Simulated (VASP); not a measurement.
Fe: single point with PBE

Fe:

```xyz
1
Lattice="0.0000 1.9417 1.9651 1.4984 0.0000 1.9651 1.4984 1.9417 0.0000" Properties=species:S:1:pos:R:3 pbc="T T T"
Fe    0.0000    0.0000    0.0000
```

| Quantity | Value |
| --- | --- |
| Program | VASP 6.6.1 |
| Task | single point |
| Functional | PBE |
| Potentials or basis | VASP PAW PBE potentials, release 64 (Fe) |
| Cutoff | 520 eV |
| k mesh | 13 × 13 × 13 |
| Occupations | gaussian, width 0.019 eV |
| Spin | collinear spin, ferromagnetic start |
| Starting moments | [3.0] μB |
| Dipole correction | no |
| Further INCAR settings | ALGO = Normal; EDIFF = 1e-06; NBANDS = 14 |

```
Pressure                                              : -1.4 GPa
Net moment                                            : 2.19 μB per cell
Site moments                                          : Fe +2.19 μB
Valence electrons inside the program's atomic spheres : Fe 7.26
```

Stress tensor (GPa, compression positive):
```
-6.51  0.00  0.00
 0.00  1.52  0.00
 0.00  0.00  0.91
```

Levels at points of the mesh, in eV from the Fermi level:
Spin up:
| k point | band 2 | band 3 | band 4 | band 5 | band 6 | band 7 | band 8 | band 9 |
| --- | --- | --- | --- | --- | --- | --- | --- | --- |
| (0.00, 0.00, 0.00) | -2.45 | -2.37 | -2.04 | -1.35 | -0.97 | 23.85 | 25.33 | 25.59 |
Spin down:
```csv
k point,band 1,band 2,band 3,band 4,band 5,band 6
"(0.00, 0.00, 0.00)",-8.27,-0.64,-0.48,0.01,1.28,1.89
```

Wall time 86 s on 1 thread of Intel Xeon 8259CL, on a shared host, peak memory 0.2 GiB.
